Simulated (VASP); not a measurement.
AlP:

```xyz
2
Lattice="0.0000 2.7393 2.7393 2.7393 0.0000 2.7393 2.7393 2.7393 0.0000" Properties=species:S:1:pos:R:3 pbc="T T T"
Al    0.0000    0.0000    0.0000
P     1.3696    1.3696    1.3696
```

Base run:

| Quantity | Value |
| --- | --- |
| Program | VASP 6.6.1 |
| Functional | HSE06 |
| Potentials or basis | VASP PAW PBE potentials, release 64 (Al, P) |
| Cutoff | 400 eV |
| k mesh | 6 × 6 × 6 |
| Occupations | gaussian, width 0.01 eV |
| Spin | no spin polarisation |

Its results: band gap on the k mesh 2.29 eV (least direct gap 4.13 eV); pressure -0.4 GPa.

Q: The run is repeated on the same cell with these changes: functional from HSE06 to PBE; cutoff from 400 eV to 500 eV; k mesh from 6 × 6 × 6 to 4 × 4 × 4. What comes out?

A: Band gap on the k mesh 1.58 eV (least direct gap 3.21 eV); pressure 1.7 GPa.

Several settings changed at once.

Caveats: some runs use coarse meshes; the PAW data sets were made with another functional, which shifts forces and pressure a little (at least some runs).

A k mesh can miss the band edges.
